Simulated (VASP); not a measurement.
Write the native input for VASP 6.6.1 that does the following.

| Item | Value |
| --- | --- |
| Task | single point |
| Functional | r2SCAN |
| Potentials or basis | VASP PAW PBE potentials, release 64 (Ba_sv, S) |
| Cutoff | 520 eV |
| k mesh | 7 × 7 × 7 |
| Occupations | fermi-dirac, width 0.05 eV |
| Spin | no spin polarisation |
| Dipole correction | no |
| Further INCAR settings | ALGO = Normal; EDIFF = 1e-06; NBANDS = 15 |

BaS:

```
Ba S
1.0
     0.00000    3.16603    3.16603
     3.16603    0.00000    3.16603
     3.16603    3.16603    0.00000
Ba S
1 1
Direct
  0.00000 0.00000 0.00000
  0.50000 0.50000 0.50000
```

The input as run:

POSCAR

```
BaS
1.0
    0.0000000000      3.1660320000      3.1660320000
    3.1660320000      0.0000000000      3.1660320000
    3.1660320000      3.1660320000      0.0000000000
Ba S
1 1
Direct
    0.0000000000      0.0000000000      0.0000000000
    0.5000000000      0.5000000000      0.5000000000
```

INCAR.step1

```
  ALGO = Normal
  EDIFF = 1E-4
  ENCUT = 520
  GGA = PE
  ISMEAR = -1
  LASPH = T
  LCHARG = F
  LREAL = F
  LWAVE = T
  NBANDS = 15
  NELM = 60
  PREC = Accurate
  SIGMA = 0.05
```

INCAR.step2

```
  ALGO = Normal
  EDIFF = 1E-6
  ENCUT = 520
  ISIF = 2
  ISMEAR = -1
  ISTART = 1
  LASPH = T
  LCHARG = F
  LMIXTAU = T
  LREAL = F
  LWAVE = F
  METAGGA = R2SCAN
  NBANDS = 15
  NELM = 60
  PREC = Accurate
  SIGMA = 0.05
```

KPOINTS

```
k-points
0
Gamma
  7 7 7
```

Potentials or basis: VASP PAW PBE potentials, release 64 (Ba_sv, S).

Run with:

```console
$ cat potpaw_PBE.64/Ba_sv/POTCAR potpaw_PBE.64/S/POTCAR > POTCAR
$ cp INCAR.step1 INCAR
$ mpirun -np 1 vasp_std > vasp.out
$ cp INCAR.step2 INCAR
$ mpirun -np 1 vasp_std > vasp.out
```

Results of the run:

| Property | Result |
| --- | --- |
| Pressure | 2.8 GPa |
| Band gap on the k mesh | 2.48 eV, indirect (least direct gap 2.61 eV) |

Caveat: the PAW data sets were made with another functional, which shifts forces and pressure a little; spin-orbit coupling is left out, which moves the levels of the heavy elements.

It took 74 s on 1 thread of AMD EPYC 7R13 Processor (Zen 3) (shared host), peak memory 0.19 GiB.
